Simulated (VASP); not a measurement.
# TiO2 (R-3m) in VASP: further runs

The runs below take TiO2 through single point, with PBE+D3(BJ)+U.

All numbers are computed with VASP 6.6.1; they aren't measurements. Logs are shortened: lines on timing, memory, paths and dates and some standing lists are left out, and cuts for length are marked.

## Step 1: The cell of the first run

It takes space group R-3m (No. 166, trigonal). Conventional cell: a = 3.219 Å, b = 3.219 Å, c = 17.858 Å, α = 90.00°, β = 90.00°, γ = 120.00°. Within 2.9 Å of Ti (site symmetry -3m) lie 6 O at 2.19 Å. O (site symmetry 3m) has 3 Ti at 2.19 Å and 3 O at 2.97 Å within 3.0 Å.

## Step 2: Single point, PBE+D3(BJ)+U

The input, INCAR:

```
SYSTEM = TiO2
PREC = Accurate
ENCUT = 520
EDIFF = 1E-6
ISMEAR = 0
SIGMA = 0.05
LREAL = .False.
LASPH = .True.
NELM = 150
ALGO = Normal
ISIF = 2
LWAVE = .False.
LCHARG = .False.
LMAXMIX = 4
LDAU = .True.
LDAUTYPE = 2
LDAUL = 2 -1
LDAUU = 4 0
LDAUJ = 0 0
LDAUPRINT = 1
GGA = PE
IVDW = 12
NBANDS = 19
```

The input, KPOINTS:

```
Automatic mesh
0
Gamma
  9 9 9
  0 0 0
```

The input, POSCAR:

```
TiO2
1.0
    1.6093500000      0.9291586557      5.9525666667
   -1.6093500000      0.9291586557      5.9525666667
    0.0000000000     -1.8583173115      5.9525666667
Ti O
1 2
Direct
    0.0000000000      0.0000000000      0.0000000000
    0.6017580785      0.6017580785      0.6017580785
    0.3982419215      0.3982419215      0.3982419215
```

Potentials or basis: VASP PAW PBE potentials, release 64 (Ti_sv, O).

Started as:

```bash
$ cat potpaw_PBE.64/Ti_sv/POTCAR potpaw_PBE.64/O/POTCAR > POTCAR
$ mpirun -np 1 vasp_std > vasp.out
```

OUTCAR:

```text
SYSTEM = TiO2
   PREC = Accurate
   ENCUT = 520
   EDIFF = 1E-6
   ISMEAR = 0
   LREAL = .False.
   LASPH = .True.
   NELM = 150
   ISIF = 2
   GGA = PE
   IVDW = 12
 IVDW          = 12

 ion  position               nearest neighbor table
   1  0.000  0.000  0.000-   2 2.19   2 2.19   3 2.19   3 2.19   2 2.19   3 2.19
   2  0.602  0.602  0.602-   1 2.19   1 2.19   1 2.19
   3  0.398  0.398  0.398-   1 2.19   1 2.19   1 2.19

  LATTYP: Found a trigonal (rhomboedric) cell.
 ALAT       =     6.2358955372
 COS(alpha) =     0.8667910694

  Lattice vectors:

 A1 = (   1.6093500000,   0.9291586557,   5.9525666667)
 A2 = (  -1.6093500000,   0.9291586557,   5.9525666667)
 A3 = (   0.0000000000,  -1.8583173115,   5.9525666667)

Analysis of symmetry for initial positions (statically):
=====================================================================
 Subroutine PRICEL returns:
 Original cell was already a primitive cell.

 Routine SETGRP: Setting up the symmetry group for a
 trigonal (rhombohedral) supercell.

 Subroutine GETGRP returns: Found 12 space group operations
 (whereof 12 operations were pure point group operations)
 out of a pool of 12 trial point group operations.

The static configuration has the point symmetry D_3d.

Analysis of symmetry for dynamics (positions and initial velocities):
=====================================================================
 Subroutine PRICEL returns:
 Original cell was already a primitive cell.

 Routine SETGRP: Setting up the symmetry group for a
 trigonal (rhombohedral) supercell.

 Subroutine GETGRP returns: Found 12 space group operations
 (whereof 12 operations were pure point group operations)
 out of a pool of 12 trial point group operations.

The dynamic configuration has the point symmetry D_3d.

 Subroutine INISYM returns: Found 12 space group operations
 (whereof 12 operations are pure point group operations),
 and found     1 'primitive' translations

[... 144 lines left out ...]
  0.1477 -0.0000  0.0000 -0.0813  0.0000
 -0.0000  0.1676 -0.0000 -0.0000 -0.0813
  0.0000 -0.0000  0.0740 -0.0000  0.0000
 -0.0813 -0.0000 -0.0000  0.1676 -0.0000
  0.0000 -0.0813  0.0000 -0.0000  0.1477

spin component  2

  0.1477 -0.0000  0.0000 -0.0813  0.0000
 -0.0000  0.1676 -0.0000 -0.0000 -0.0813
  0.0000 -0.0000  0.0740 -0.0000  0.0000
 -0.0813 -0.0000 -0.0000  0.1676 -0.0000
  0.0000 -0.0813  0.0000 -0.0000  0.1477

 occupancies and eigenvectors

  o =  0.0740  v = -0.0000  0.0000 -1.0000 -0.0000  0.0000  0.0000  0.0000  0.0000  0.0000  0.0000      0.0000  0.0000  0.0000  0.0000  0.0000  0.0000  0.0000  0.0000  0.0000  0.0000
  o =  0.0740  v =  0.0000  0.0000  0.0000  0.0000  0.0000 -0.0000  0.0000 -1.0000 -0.0000  0.0000      0.0000  0.0000  0.0000  0.0000  0.0000  0.0000  0.0000  0.0000  0.0000  0.0000
  o =  0.0757  v =  0.0000  0.0000  0.0000  0.0000  0.0000  0.7488  0.0000  0.0000  0.6628  0.0000      0.0000  0.0000  0.0000  0.0000  0.0000  0.0000  0.0000  0.0000  0.0000  0.0000
  o =  0.0757  v =  0.7488  0.0000  0.0000  0.6628  0.0000  0.0000  0.0000  0.0000  0.0000  0.0000      0.0000  0.0000  0.0000  0.0000  0.0000  0.0000  0.0000  0.0000  0.0000  0.0000
  o =  0.0757  v =  0.0000  0.0000  0.0000  0.0000  0.0000  0.0000 -0.6628 -0.0000  0.0000 -0.7488      0.0000  0.0000  0.0000  0.0000  0.0000  0.0000  0.0000  0.0000  0.0000  0.0000
  o =  0.0757  v =  0.0000 -0.6628 -0.0000  0.0000 -0.7488  0.0000  0.0000  0.0000  0.0000  0.0000      0.0000  0.0000  0.0000  0.0000  0.0000  0.0000  0.0000  0.0000  0.0000  0.0000
  o =  0.2395  v = -0.6628  0.0000 -0.0000  0.7488 -0.0000  0.0000  0.0000  0.0000  0.0000  0.0000      0.0000  0.0000  0.0000  0.0000  0.0000  0.0000  0.0000  0.0000  0.0000  0.0000
  o =  0.2395  v =  0.0000  0.0000  0.0000  0.0000  0.0000 -0.6628  0.0000 -0.0000  0.7488 -0.0000      0.0000  0.0000  0.0000  0.0000  0.0000  0.0000  0.0000  0.0000  0.0000  0.0000
  o =  0.2395  v = -0.0000 -0.7488  0.0000  0.0000  0.6628  0.0000  0.0000  0.0000  0.0000  0.0000      0.0000  0.0000  0.0000  0.0000  0.0000  0.0000  0.0000  0.0000  0.0000  0.0000
  o =  0.2395  v =  0.0000  0.0000  0.0000  0.0000  0.0000 -0.0000 -0.7488  0.0000  0.0000  0.6628      0.0000  0.0000  0.0000  0.0000  0.0000  0.0000  0.0000  0.0000  0.0000  0.0000

 number of electron      24.0000000 magnetization

 Free energy of the ion-electron system (eV)
  ---------------------------------------------------
  ext. energy  EPLUGINS =         0.00000000
  ---------------------------------------------------
  free energy    TOTEN  =       -22.53815766 eV

  energy without entropy =      -22.53815766  energy(sigma->0) =      -22.53815766

 E-fermi :  -0.0416     XC(G=0):  -8.3889

 val. band max:       -0.4088174484   @ k =  -0.1111   0.1111   0.0000
 cond. band min:       1.8582479799   @ k =   0.4444   0.4444   0.0000
 fundamental gap:      2.2670654283
 Fermi energy:        -0.0415931825

 k-point     1 :       0.0000    0.0000    0.0000
  band No.  band energies     occupation
      1     -58.8426      2.00000
      2     -34.9672      2.00000
      3     -34.8134      2.00000
      4     -34.8134      2.00000
      5     -16.8538      2.00000
      6     -15.9786      2.00000
[... 505 lines left out ...]
      6     -16.0402      2.00000
[... 11 lines left out ...]
     18       9.5955      0.00000
     19      10.7183      0.00000

 [... further k-points ...]

------------------------ aborting loop because EDIFF is reached ----------------------------------------

 Edisp (eV)   -0.41350

 E8    (eV) :    -0.1604

  FORCE on cell =-STRESS in cart. coord.  units (eV):
  Direction    XX          YY          ZZ          XY          YZ          ZX
  --------------------------------------------------------------------------------------
  -------------------------------------------------------------------------------------
  Total      -8.52241    -8.52241    -8.39214     0.00000     0.00000     0.00000
  in kB    -255.66844  -255.66844  -251.76048     0.00000     0.00000     0.00000
  external pressure =     -254.37 kB  Pullay stress =        0.00 kB

 VOLUME and BASIS-vectors are now :
 -----------------------------------------------------------------------------
  energy-cutoff  :      520.00
  volume of cell :       53.41
      direct lattice vectors                 reciprocal lattice vectors
     1.609350000  0.929158656  5.952566667     0.310684438  0.179373744  0.055998253
    -1.609350000  0.929158656  5.952566667    -0.310684438  0.179373744  0.055998253
     0.000000000 -1.858317312  5.952566667     0.000000000 -0.358747488  0.055998253

 POSITION                                       TOTAL-FORCE (eV/Angst)
 -----------------------------------------------------------------------------------
      0.00000      0.00000      0.00000         0.000000     -0.000000      0.000000
      0.00000     -0.00000     10.74602         0.000000     -0.000000      3.465382
      0.00000     -0.00000      7.11168         0.000000      0.000000     -3.465382
 -----------------------------------------------------------------------------------
    total drift:                               -0.000000      0.000000      0.000000

  FREE ENERGIE OF THE ION-ELECTRON SYSTEM (eV)
  ---------------------------------------------------
  free  energy   TOTEN  =       -22.9516534217 eV

  energy  without entropy=      -22.9516534217  energy(sigma->0) =      -22.95165342
```

Wall time 6.1 min (1 thread of Intel Xeon Platinum 8259CL at 2.50GHz (Skylake/Cascade Lake), shared host); peak memory 0.36 GiB.

What came out:

* Free energy: -22.9517 eV
* Pressure: -25.4 GPa
* Largest force: 3.465 eV/Å
* Band gap on the k mesh: 2.27 eV (least direct gap 2.47 eV)
* Dispersion energy per atom: -0.138 eV

Forces on the atoms (eV/Å):
```
Ti   0.000  0.000  0.000
O    0.000  0.000  3.465
O    0.000  0.000 -3.465
```

Eigenvalues of the final occupation matrices:
```csv
site,spin,trace,eigenvalues
site 1 d,1,0.70,0.07 0.08 0.08 0.24 0.24
site 1 d,2,0.70,0.07 0.08 0.08 0.24 0.24
```

Caveat: the cell stands under tension; forces of over 1 eV/Å act on the atoms, so gaps and moduli don't describe the material at rest.

## Step 3: Single point, PBE+D3(BJ)+U

This run uses another cell than the first one, of 8.67 Å³/atom.

INCAR is that of step 2.

The input, KPOINTS:

```
regular mesh
0
Gamma
  9 9 9
  0 0 0
```

The input, POSCAR:

```
TiO2
1.0
    1.3987500000      0.8075686890      3.8378333333
   -1.3987500000      0.8075686890      3.8378333333
    0.0000000000     -1.6151373781      3.8378333333
Ti O
1 2
Direct
    0.0000000000      0.0000000000      0.0000000000
    0.6017580785      0.6017580785      0.6017580785
    0.3982419215      0.3982419215      0.3982419215
```

Potentials or basis: VASP PAW PBE potentials, release 64 (Ti_sv, O).

Started as:

```bash
$ cat potpaw_PBE.64/Ti_sv/POTCAR potpaw_PBE.64/O/POTCAR > POTCAR
$ mpirun -np 1 vasp_std > vasp.out
```

Wall time 86 s (1 thread of Intel Xeon 8259CL, shared host); peak memory 0.21 GiB.

The run converged. Its results:

```yaml
Free_energy: -20.7039 eV
Pressure: 132.2 GPa
Largest_force: 8.285 eV/Å
Band_gap_on_the_k_mesh: 3.29 eV (least direct gap 4.04 eV)
Dispersion_energy_per_atom: -0.297 eV
```

Forces on the atoms (eV/Å):
```
Ti   0.000  0.000  0.000
O    0.000  0.000 -8.285
O    0.000  0.000  8.285
```

Stress tensor (GPa, compression positive):
```
145.62   0.00   0.00
  0.00 145.62   0.00
  0.00   0.00 105.43
```

Levels at points of the mesh, in eV from the valence-band top:
| k point | band 10 | band 11 | band 12 | band 13 | band 14 | band 15 |
| --- | --- | --- | --- | --- | --- | --- |
| (0.00, 0.00, 0.00) | -1.05 | -1.05 | -0.74 | 3.36 | 3.36 | 5.80 |

Eigenvalues of the final occupation matrices:
| site | spin | trace | eigenvalues |
| --- | --- | --- | --- |
| site 1 d | 1 | 1.09 | 0.13 0.13 0.13 0.35 0.35 |
| site 1 d | 2 | 1.09 | 0.13 0.13 0.13 0.35 0.35 |

Caveat: the stress differs along the axes, from 105 to 146 GPa; forces of over 1 eV/Å act on the atoms, so gaps and moduli don't describe the material at rest.
